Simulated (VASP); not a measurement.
Wanted: the native input for a VASP 6.6.1 run.

| Quantity | Value |
| --- | --- |
| Task | single point |
| Functional | PBEsol |
| Potentials or basis | VASP PAW PBE potentials, release 64 (C) |
| Cutoff | 520 eV |
| k mesh | 12 × 12 × 4 |
| Occupations | gaussian, width 0.1 eV |
| Spin | no spin polarisation |
| Dipole correction | no |
| Further INCAR settings | ALGO = Normal; EDIFF = 1e-07; NBANDS = 16 |

The structure of C lies in POSCAR:

```
C
1.0
    1.2280480000     -2.1270620000      0.0000000000
    1.2280480000      2.1270620000      0.0000000000
    0.0000000000      0.0000000000      7.1732680000
C
4
Direct
    0.0833790000      0.9166210000      0.7531380000
    0.5833790000      0.4166210000      0.2468620000
    0.9166210000      0.0833790000      0.2468620000
    0.4166210000      0.5833790000      0.7531380000
```

These files were run (other wordings do the same):

INCAR

```
ALGO = Normal
EDIFF = 1E-7
ENCUT = 520
GGA = PS
ISIF = 2
ISMEAR = 0
LASPH = True
LCHARG = False
LREAL = False
LWAVE = False
NBANDS = 16
NELM = 80
PREC = Accurate
SIGMA = 0.1
```

KPOINTS

```
k-points
0
Gamma
  12 12 4
```

Potentials or basis: VASP PAW PBE potentials, release 64 (C).

Run with:

```sh
$ cat potpaw_PBE.64/C/POTCAR > POTCAR
$ mpirun -np 1 vasp_std > vasp.out
```

It gave:

| Item | Value |
| --- | --- |
| Pressure | 1.6 GPa |
| Largest force | 0.025 eV/Å |

Caveat: this functional lacks dispersion, which binds the layers, so the pressure and a relaxed spacing across them are unreliable; the PAW data sets were made with another functional, which shifts forces and pressure a little.

Run time: 50 s on 1 thread of AMD EPYC 7R13 Processor (Zen 3), on a shared host, peak memory 0.15 GiB.
